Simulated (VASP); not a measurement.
The system is Li4TmGe.

```
CELL_PARAMETERS angstrom
3.59886 0.00000 0.00000
-1.79943 3.11670 0.00000
0.00000 0.00000 9.19737
ATOMIC_POSITIONS crystal
Li 0.33333 0.66667 0.00000
Li 0.66667 0.33333 0.00000
Li 0.00000 0.00000 0.73323
Li 0.00000 0.00000 0.26677
Tm 0.00000 0.00000 0.50000
Ge 0.00000 0.00000 0.00000
```

The cell was generated, and may not be a known phase.

| Quantity | Value |
| --- | --- |
| Program | VASP 6.6.1 |
| Task | relaxation of cell and atoms |
| Functional | PBE |
| Potentials or basis | VASP PAW PBE potentials, release 64 (Li_sv, Tm_3, Ge_d), 4f in core |
| Cutoff | 750 eV |
| k mesh | 5 × 5 × 2 |
| Occupations | gaussian, width 0.2 eV |
| Spin | no spin polarisation |

At the start: pressure 21.0 GPa; volume 17.19 Å³/atom.

Problem. How do energy, volume and symmetry change on relaxing?

Solution. Over 13 steps the energy falls by 753.5 meV/atom and the volume is 30.33 Å³/atom (+76.4 %); space group P6/mmm (No. 191, to 0.1 Å) before and after.

The path:
```csv
step,energy change (eV),largest force (eV/Å),pressure (GPa),volume (Å³)
1,0.0000,3.0640,21.01,103.16
2,-3.3915,1.5213,5.18,140.61
3,-4.0850,1.0420,1.15,165.89
4,-3.9399,0.5433,-2.72,225.17
5,-4.2429,0.7556,-0.84,188.05
6,-4.2428,0.7769,-0.66,185.68
7,-4.3523,0.6286,-0.47,183.06
8,-4.4637,0.3810,0.12,177.70
9,-4.4688,0.3219,0.33,176.21
10,-4.5064,0.1759,0.25,177.88
11,-4.5177,0.0219,0.23,179.64
12,-4.5181,0.0123,0.23,179.36
13,-4.5212,0.0245,0.00,181.99
```

Final structure:
```
CELL_PARAMETERS angstrom
4.23079 0.00000 0.00000
-2.11540 3.66398 0.00000
0.00000 0.00000 11.74045
ATOMIC_POSITIONS crystal
Li 0.33333 0.66667 0.00000
Li 0.66667 0.33333 0.00000
Li 0.00000 0.00000 0.78809
Li 0.00000 0.00000 0.21191
Tm 0.00000 0.00000 0.50000
Ge 0.00000 0.00000 0.00000
```

Caveat: the k points lie up to 0.34 Å⁻¹ apart in the final cell, too coarse for converged energies and pressures of a metal; the volume moved by over 15 % at a fixed basis, so the end points are rough.
